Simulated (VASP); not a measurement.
# Zn (P6_3/mmc) in VASP: relaxation of cell and atoms with r2SCAN

Aim: the relaxation of cell and atoms of Zn with r2SCAN.

All numbers are computed with VASP 6.6.1; they aren't measurements. Logs are shortened: lines on timing, memory, paths and dates and some standing lists are left out, and cuts for length are marked.

## 1. The cell of the first run

Symmetry: P6_3/mmc, No. 194, hexagonal system. Conventional cell: a = 2.595 Å, b = 2.595 Å, c = 4.991 Å, α = 90.00°, β = 90.00°, γ = 120.00°. Within 3.4 Å of Zn (site symmetry -6m2) lie 12 Zn at 2.60 to 2.91 Å.

## 2. Relaxation of cell and atoms, r2SCAN

File POSCAR:

```
Zn
1.0
    2.5953344750      0.0000000000      0.0000000000
   -1.2976672375      2.2476255866      0.0000000000
    0.0000000000      0.0000000000      4.9905328630
Zn
2
Direct
    0.3333333333      0.6666666667      0.2500000000
    0.6666666667      0.3333333333      0.7500000000
```

File INCAR.step1:

```
PREC = Accurate ; ENCUT = 600
ISMEAR = -1 ; SIGMA = 0.15
LREAL = False ; LASPH = True
NELM = 80 ; GGA = PE
ALGO = Normal ; EDIFF = 1E-4
LWAVE = True ; LCHARG = False
```

File INCAR.step2:

```
PREC = Accurate ; ENCUT = 600
EDIFF = 1E-6 ; ISMEAR = -1
SIGMA = 0.15 ; LREAL = False
LASPH = True ; NELM = 80
ALGO = Normal ; ISIF = 3
LWAVE = False ; LCHARG = False
METAGGA = R2SCAN ; LMIXTAU = True
IBRION = 2 ; NSW = 80
EDIFFG = -0.001 ; ISTART = 1
```

File KPOINTS:

```
regular mesh
0
Gamma
  18 18 8
```

Potentials or basis: VASP PAW PBE potentials, release 64 (Zn).

Run with:

```bash
$ cat potpaw_PBE.64/Zn/POTCAR > POTCAR
$ cp INCAR.step1 INCAR
$ mpirun -np 1 vasp_std > vasp.out
$ cp INCAR.step2 INCAR
$ mpirun -np 1 vasp_std > vasp.out
```

OUTCAR:

```text
PREC = Accurate
   ENCUT = 600
   EDIFF = 1E-6
   ISMEAR = -1
   LREAL = False
   LASPH = True
   NELM = 80
   ISIF = 3
   METAGGA = R2SCAN
   IBRION = 2
   NSW = 80
   EDIFFG = -0.001
   ISTART = 1

 ion  position               nearest neighbor table
   1  0.333  0.667  0.250-   2 2.91   2 2.91   2 2.91   2 2.91   2 2.91   2 2.91
   2  0.667  0.333  0.750-   1 2.91   1 2.91   1 2.91   1 2.91   1 2.91   1 2.91

  LATTYP: Found a hexagonal cell.
 ALAT       =     2.5953344750
 C/A-ratio  =     1.9228862064

  Lattice vectors:

 A1 = (   2.5953344750,   0.0000000000,   0.0000000000)
 A2 = (  -1.2976672375,   2.2476255866,   0.0000000000)
 A3 = (   0.0000000000,   0.0000000000,   4.9905328630)

Analysis of symmetry for initial positions (statically):
=====================================================================
 Subroutine PRICEL returns:
 Original cell was already a primitive cell.

 Routine SETGRP: Setting up the symmetry group for a
 hexagonal supercell.

 Subroutine GETGRP returns: Found 24 space group operations
 (whereof 12 operations were pure point group operations)
 out of a pool of 24 trial point group operations.

The static configuration has the point symmetry D_3d.
 The point group associated with its full space group is D_6h.

Analysis of symmetry for dynamics (positions and initial velocities):
=====================================================================
 Subroutine PRICEL returns:
 Original cell was already a primitive cell.

 Routine SETGRP: Setting up the symmetry group for a
 hexagonal supercell.

 Subroutine GETGRP returns: Found 24 space group operations
 (whereof 12 operations were pure point group operations)
 out of a pool of 24 trial point group operations.

The dynamic configuration has the point symmetry D_3d.
 The point group associated with its full space group is D_6h.

 Subroutine INISYM returns: Found 24 space group operations
 (whereof 12 operations are pure point group operations),
 and found     1 'primitive' translations

----------------------------------------------------------------------------------------

                                     Primitive cell

[... 104 lines left out ...]
   EFERMI =   0.00;   METHOD = LEGACY
   ISMEAR =    -1;   SIGMA  =   0.15  broadening in eV -4-tet -1-fermi 0-gaus
   EFERMI_NEDOS =   21; number of points for ismear=-14 and -15
   IALGO  =     38    algorithm
   IMIX   =      4    mixing-type and parameters
     AMIX     =   0.40;   BMIX     =  1.00
     AMIX_MAG =   1.60;   BMIX_MAG =  1.00
  volume/ion in A,a.u.               =      14.56        98.23
  Fermi-wavevector in a.u.,A,eV,Ry     =   1.535055  2.900833 32.060669  2.356393
  Thomas-Fermi vector in A             =   2.641897
   LORBIT       =      0    0 simple, 1 ext, 2 COOP (PROOUT), +10 PAW based schemes
   METAGGA = R2SCAN    functional components
   LHFCALC =     F    Hartree Fock is set to
   AEXX    =    0.0000 exact exchange contribution
   IVDW    =     0    specifies the selected vdW correction
   LEPSILON=     F    determine dielectric tensor
   LRPA    =     F    only Hartree local field effects (RPA)
 conjugate gradient relaxation of ions
 non-spin polarized calculation
  energy-cutoff  :      600.00
  volume of cell :       29.11
 maximum number of plane-waves:       986
 NGX is ok and might be reduce to    24
   NGX = 11   NGY = 11   NGZ = 19

--------------------------------------- Ionic step        1  -------------------------------------------

 number of electron      24.0000029 magnetization

 Free energy of the ion-electron system (eV)
  ---------------------------------------------------
  ext. energy  EPLUGINS =         0.00000000
  ---------------------------------------------------
  free energy    TOTEN  =       -17.81615025 eV

  energy without entropy =      -17.79070456  energy(sigma->0) =      -17.80342740

------------------------ aborting loop because EDIFF is reached ----------------------------------------

  FORCE on cell =-STRESS in cart. coord.  units (eV):
  Direction    XX          YY          ZZ          XY          YZ          ZX
  --------------------------------------------------------------------------------------
  -------------------------------------------------------------------------------------
  Total        0.1054918      0.1054918     -0.0158678      0.0000000     -0.0000000     -0.0000000
  in kB        5.8058415      5.8058415     -0.8733003      0.0000000     -0.0000000     -0.0000000
  external PRESSURE =       3.5794609 kB  Pullay stress =       0.0000000 kB
[... 89 lines left out ...]
  FREE ENERGIE OF THE ION-ELECTRON SYSTEM (eV)
  ---------------------------------------------------
  free  energy   TOTEN  =       -17.8162668568 eV

  energy  without entropy=      -17.7906558802  energy(sigma->0) =      -17.80346137

[... ionic steps 4 to 13 ...]

--------------------------------------- Ionic step       14  -------------------------------------------

 number of electron      24.0000021 magnetization

------------------------ aborting loop because EDIFF is reached ----------------------------------------
[... 67 lines left out ...]
--------------------------------------- Ionic step       16  -------------------------------------------

 number of electron      24.0000020 magnetization

 Free energy of the ion-electron system (eV)
  ---------------------------------------------------
  ext. energy  EPLUGINS =         0.00000000
  ---------------------------------------------------
  free energy    TOTEN  =       -17.81661834 eV

  energy without entropy =      -17.79002937  energy(sigma->0) =      -17.80332386

 E-fermi :   3.3663     XC(G=0): -12.8996

 val. band max:        3.2684149548   @ k =   0.3333   0.2778   0.5000
 cond. band min:       3.3727869573   @ k =   0.0000   0.0000   0.2500
 fundamental gap:      0.1043720025
 Fermi energy:         3.3663258850

 k-point     1 :       0.0000    0.0000    0.0000
  band No.  band energies     occupation
      1      -7.9400      2.00000
      2      -5.9313      2.00000
      3      -5.1023      2.00000
      4      -4.8149      2.00000
      5      -4.8148      2.00000
      6      -4.7640      2.00000
[... 433 lines left out ...]
      3      -5.3256      2.00000
      4      -4.8414      2.00000
      5      -4.6636      2.00000
      6      -4.6607      2.00000
[... 8 lines left out ...]
     15       9.2989      0.00000
     16      10.6254      0.00000

 [... further k-points ...]
[... 5 lines left out ...]
  --------------------------------------------------------------------------------------
  -------------------------------------------------------------------------------------
  Total       -0.0008231     -0.0008231     -0.0003618      0.0000000     -0.0000000      0.0000000
  in kB       -0.0453937     -0.0453937     -0.0199528      0.0000000     -0.0000000      0.0000000
  external PRESSURE =      -0.0369134 kB  Pullay stress =       0.0000000 kB
[... 17 lines left out ...]
  FREE ENERGIE OF THE ION-ELECTRON SYSTEM (eV)
  ---------------------------------------------------
  free  energy   TOTEN  =       -17.8166183390 eV

  energy  without entropy=      -17.7900293719  energy(sigma->0) =      -17.80332386

 reached required accuracy - stopping structural energy minimisation
```

It took 38 min on 1 thread of AMD EPYC 9R45 (Zen 5), shared host; peak memory 0.21 GiB.

Results:

```
Free energy                           : -17.8166 eV
Relaxed volume                        : 14.53 Å³/atom
Relaxed cell                          : a = 2.607 Å, b = 2.607 Å, c = 4.938 Å, α = 90.00°, β = 90.00°, γ = 120.00°
Space group after relaxing (to 0.1 Å) : P6_3/mmc (No. 194)
Energy gained by relaxing             : 0.2 meV/atom
Ionic steps                           : 16
Pressure after relaxing               : 0.0 GPa
Band gap on the k mesh                : zero (bands 12 and 13 overlap by 5.10 eV)
```

The path:
| step | energy change (eV) | largest force (eV/Å) | pressure (GPa) | volume (Å³) |
| --- | --- | --- | --- | --- |
| 1 | 0.0000 | 0.0000 | 0.36 | 29.11 |
| 2 | -0.0001 | 0.0000 | -0.15 | 29.25 |
| 3 | -0.0001 | 0.0000 | 0.09 | 29.18 |
| 4 | -0.0001 | 0.0000 | -0.12 | 29.24 |
| 5 | -0.0002 | 0.0000 | -0.09 | 29.21 |
| 6 | -0.0004 | 0.0000 | -0.04 | 29.14 |
| 7 | -0.0005 | 0.0000 | 0.09 | 28.98 |
| 8 | -0.0005 | 0.0000 | 0.02 | 29.03 |
| 9 | -0.0005 | 0.0000 | 0.07 | 29.01 |
| 10 | -0.0005 | 0.0000 | 0.00 | 29.02 |
| 11 | -0.0005 | 0.0000 | 0.13 | 29.02 |
| 12 | -0.0005 | 0.0000 | 0.09 | 29.02 |
| 13 | -0.0004 | 0.0000 | -0.10 | 29.10 |
| 14 | -0.0005 | 0.0000 | 0.00 | 29.06 |
| 15 | -0.0005 | 0.0000 | 0.01 | 29.05 |
| 16 | -0.0005 | 0.0000 | 0.00 | 29.05 |

Final structure:
```
CELL_PARAMETERS angstrom
2.60661 0.00000 0.00000
-1.30331 2.25739 0.00000
0.00000 0.00000 4.93753
ATOMIC_POSITIONS crystal
Zn 0.33333 0.66667 0.25000
Zn 0.66667 0.33333 0.75000
```

Caveat: the PAW data sets were made with another functional, which shifts forces and pressure a little.

The gap in the log of VASP goes by the Fermi energy; the results here count the filled bands.